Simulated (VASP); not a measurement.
# SrO (P6_3/mmc) in VASP: further runs, part 2 of 2

VASP 6.6.1. Earlier steps stand in the parts before.

## 5. Single point, r2SCAN (volume changed by +3%)

POSCAR

```
SrO
1.0
    4.3123055024      0.0000000000      0.0000000000
   -2.1561527512      3.7345661140      0.0000000000
    0.0000000000      0.0000000000      5.1953955101
Sr O
2 2
Direct
    0.3333333333      0.6666666667      0.2500000000
    0.6666666667      0.3333333333      0.7500000000
    0.6666666667      0.3333333333      0.2500000000
    0.3333333333      0.6666666667      0.7500000000
```

INCAR.step1

```
ALGO     = Normal         # electronic algorithm
EDIFF    = 1E-4           # SCF threshold, eV
ENCUT    = 520            # plane-wave cutoff, eV
GGA      = PE             # functional
ISMEAR   = 0              # smearing method
LASPH    = T              # aspherical terms in the spheres
LCHARG   = F              # write CHGCAR
LREAL    = F              # projectors in reciprocal space
LWAVE    = T              # write WAVECAR
NBANDS   = 24             # bands
NELM     = 100            # most SCF steps
PREC     = Accurate       # precision mode
SIGMA    = 0.01           # smearing width, eV
```

INCAR.step2

```
ALGO     = Normal         # electronic algorithm
EDIFF    = 1E-6           # SCF threshold, eV
ENCUT    = 520            # plane-wave cutoff, eV
ISIF     = 2              # what is computed and relaxed
ISMEAR   = 0              # smearing method
ISTART   = 1            
LASPH    = T              # aspherical terms in the spheres
LCHARG   = F              # write CHGCAR
LMIXTAU  = T            
LREAL    = F              # projectors in reciprocal space
LWAVE    = F              # write WAVECAR
METAGGA  = R2SCAN         # meta-GGA
NBANDS   = 24             # bands
NELM     = 100            # most SCF steps
PREC     = Accurate       # precision mode
SIGMA    = 0.01           # smearing width, eV
```

KPOINTS

```
k-points
0
Gamma
  6 6 4
```

Started as:

```sh
$ cat potpaw_PBE.64/Sr_sv/POTCAR potpaw_PBE.64/O/POTCAR > POTCAR
$ cp INCAR.step1 INCAR
$ mpirun -np 1 vasp_std > vasp.out
$ cp INCAR.step2 INCAR
$ mpirun -np 1 vasp_std > vasp.out
```

It took 1.7 min on 1 thread of Intel Xeon Platinum 8259CL at 2.50GHz (Skylake/Cascade Lake), shared host; peak memory 0.22 GiB.

Results (log left out):

```
Free energy            : -53.7557 eV
Pressure               : -1.7 GPa
Band gap on the k mesh : 2.93 eV, direct
```

Stress tensor (GPa, compression positive):
```
-1.60  0.00  0.00
 0.00 -1.60  0.00
 0.00  0.00 -1.82
```

Levels at points of the mesh, in eV from the valence-band top:
```
           k point  band 13  band 14  band 15  band 16  band 17  band 18  band 19  band 20
(0.00, 0.00, 0.00)    -0.86    -0.86    -0.37     0.00     2.93     6.66     6.66     7.53
(0.50, 0.00, 0.00)    -0.38    -0.37    -0.33    -0.26     4.58     5.22     5.58     7.65
(0.00, 0.00, 0.50)    -1.04    -1.04    -1.04    -1.04     4.62     4.62     8.34     8.34
(0.50, 0.00, 0.50)    -0.86    -0.86    -0.43    -0.43     5.22     5.22     7.87     7.87
```

Caveat: the PAW data sets were made with another functional, which shifts forces and pressure a little.

## 6. Single point, r2SCAN (volume changed by +6%)

POSCAR

```
SrO
1.0
    4.3537725222      0.0000000000      0.0000000000
   -2.1768862611      3.7704776065      0.0000000000
    0.0000000000      0.0000000000      5.2453543009
Sr O
2 2
Direct
    0.3333333333      0.6666666667      0.2500000000
    0.6666666667      0.3333333333      0.7500000000
    0.6666666667      0.3333333333      0.2500000000
    0.3333333333      0.6666666667      0.7500000000
```

INCAR.step1

```
SYSTEM = SrO
PREC = Accurate
ENCUT = 520
ISMEAR = 0
SIGMA = 0.01
LREAL = .FALSE.
LASPH = .TRUE.
NELM = 100
NBANDS = 24
GGA = PE
ALGO = Normal
EDIFF = 1E-4
LWAVE = .TRUE.
LCHARG = .FALSE.
```

INCAR.step2

```
SYSTEM = SrO
PREC = Accurate
ENCUT = 520
EDIFF = 1E-6
ISMEAR = 0
SIGMA = 0.01
LREAL = .FALSE.
LASPH = .TRUE.
NELM = 100
ALGO = Normal
ISIF = 2
LWAVE = .FALSE.
LCHARG = .TRUE.
METAGGA = R2SCAN
LMIXTAU = .TRUE.
LELF = .TRUE.
LVHAR = .TRUE.
NBANDS = 24
ISTART = 1
```

KPOINTS

```
regular mesh
0
G
  6 6 4
  0 0 0
```

Potentials or basis: VASP PAW PBE potentials, release 64 (Sr_sv, O).

Started as:

```sh
$ cat potpaw_PBE.64/Sr_sv/POTCAR potpaw_PBE.64/O/POTCAR > POTCAR
$ cp INCAR.step1 INCAR
$ mpirun -np 1 vasp_std > vasp.out
$ cp INCAR.step2 INCAR
$ mpirun -np 1 vasp_std > vasp.out
```

OUTCAR:

```text
SYSTEM = SrO
   PREC = Accurate
   ENCUT = 520
   EDIFF = 1E-6
   ISMEAR = 0
   LREAL = .FALSE.
   LASPH = .TRUE.
   NELM = 100
   ISIF = 2
   METAGGA = R2SCAN
   ISTART = 1

 ion  position               nearest neighbor table
   1  0.333  0.667  0.250-   3 2.51   3 2.51   3 2.51   4 2.62   4 2.62   2 3.63   2 3.63   2 3.63
                             2 3.63   2 3.63   2 3.63
   2  0.667  0.333  0.750-   4 2.51   4 2.51   4 2.51   3 2.62   3 2.62   1 3.63   1 3.63   1 3.63
                             1 3.63   1 3.63   1 3.63
   3  0.667  0.333  0.250-   1 2.51   1 2.51   1 2.51   2 2.62   2 2.62
[... 767 lines left out ...]
  -------------------------------------------------------------------------------------
  Total       -1.8258870     -1.8258870     -2.0423774     -0.0000000     -0.0000000      0.0000000
  in kB      -33.9740686    -33.9740686    -38.0022789     -0.0000000     -0.0000000      0.0000000
  external PRESSURE =     -35.3168054 kB  Pullay stress =       0.0000000 kB

 VOLUME and BASIS-vectors are now :
 -----------------------------------------------------------------------------
  energy-cutoff  :      520.00
  volume of cell :       86.11
      direct lattice vectors                 reciprocal lattice vectors
     4.353772522  0.000000000  0.000000000     0.229685863  0.132609195  0.000000000
    -2.176886261  3.770477607  0.000000000     0.000000000  0.265218390  0.000000000
     0.000000000  0.000000000  5.245354301     0.000000000  0.000000000  0.190644891

 POSITION                                       TOTAL-FORCE (eV/Angst)
 -----------------------------------------------------------------------------------
     -0.00000      2.51365      1.31134         0.000000      0.000000      0.000000
      2.17689      1.25683      3.93402        -0.000000      0.000000      0.000000
      2.17689      1.25683      1.31134         0.000000      0.000000      0.000000
     -0.00000      2.51365      3.93402        -0.000000      0.000000      0.000000
 -----------------------------------------------------------------------------------
    total drift:                               -0.000000     -0.000000     -0.000000

  FREE ENERGIE OF THE ION-ELECTRON SYSTEM (eV)
  ---------------------------------------------------
  free  energy   TOTEN  =       -53.7171797890 eV

  energy  without entropy=      -53.7171797890  energy(sigma->0) =      -53.71717979
```

It took 2.1 min on 1 thread of Intel Xeon Platinum 8259CL at 2.50GHz (Skylake/Cascade Lake), shared host; peak memory 0.22 GiB.

Results:

```
Free energy            : -53.7172 eV
Pressure               : -3.5 GPa
Band gap on the k mesh : 2.84 eV, direct
```

Stress tensor (GPa, compression positive):
```
-3.40  0.00  0.00
 0.00 -3.40  0.00
 0.00  0.00 -3.80
```

Caveat: the PAW data sets were made with another functional, which shifts forces and pressure a little.

## 7. Summary

```csv
cell,gap on the mesh (eV),pressure (GPa)
"a = 4.183, b = 4.183, c = 5.039 Å, angles 90.0, 90.0, 120.0°, 4 atoms",3.21,6.0
"a = 4.227, b = 4.227, c = 5.092 Å, angles 90.0, 90.0, 120.0°, 4 atoms",3.12,3.0
"a = 4.270, b = 4.270, c = 5.144 Å, angles 90.0, 90.0, 120.0°, 4 atoms",3.02,0.5
"a = 4.312, b = 4.312, c = 5.195 Å, angles 90.0, 90.0, 120.0°, 4 atoms",2.93,-1.7
"a = 4.354, b = 4.354, c = 5.245 Å, angles 90.0, 90.0, 120.0°, 4 atoms",2.84,-3.5
```

Alike in all rows: task single point; level r2SCAN; potentials or basis VASP PAW PBE potentials, release 64 (Sr_sv, O); no spin polarisation; k mesh 6 × 6 × 4; cutoff (eV) 520; smearing gaussian 0.01 eV.

Caveats: the PAW data sets were made with another functional, which shifts forces and pressure a little.

Total energies depend on the potentials used, so only differences within one code and one set of settings carry meaning.
